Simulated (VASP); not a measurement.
A run of VASP 6.6.1 is set up as follows.

Contents of POSCAR:

```
Au
1.0
    0.0000000000      2.0764420190      2.0764420190
    2.0764420190      0.0000000000      2.0764420190
    2.0764420190      2.0764420190      0.0000000000
Au
1
Direct
    0.0000000000      0.0000000000      0.0000000000
```

File INCAR.step1:

```
SYSTEM = Au
ALGO = Normal ; EDIFF = 1E-4
ENCUT = 520 ; GGA = PE
ISMEAR = 0 ; LASPH = .True.
LCHARG = .False. ; LREAL = .False.
LWAVE = .True. ; NBANDS = 12
NELM = 60 ; PREC = Accurate
SIGMA = 0.1
```

File INCAR.step2:

```
SYSTEM = Au
ALGO = Normal ; EDIFF = 1E-6
ENCUT = 520 ; ISIF = 2
ISMEAR = 0 ; ISTART = 1
LASPH = .True. ; LCHARG = .False.
LMIXTAU = .True. ; LREAL = .False.
LWAVE = .False. ; METAGGA = R2SCAN
NBANDS = 12 ; NELM = 60
PREC = Accurate ; SIGMA = 0.1
```

Contents of KPOINTS:

```
k-points
0
Gamma
  18 18 18
  0 0 0
```

Potentials or basis: VASP PAW PBE potentials, release 64 (Au).

Run with:

```console
$ cat potpaw_PBE.64/Au/POTCAR > POTCAR
$ cp INCAR.step1 INCAR
$ mpirun -np 1 vasp_std > vasp.out
$ cp INCAR.step2 INCAR
$ mpirun -np 1 vasp_std > vasp.out
```

(1) Estimate the pressure.

## Answers

(1) -2.8 GPa.

Caveat: the PAW data sets were made with another functional, which shifts forces and pressure a little.
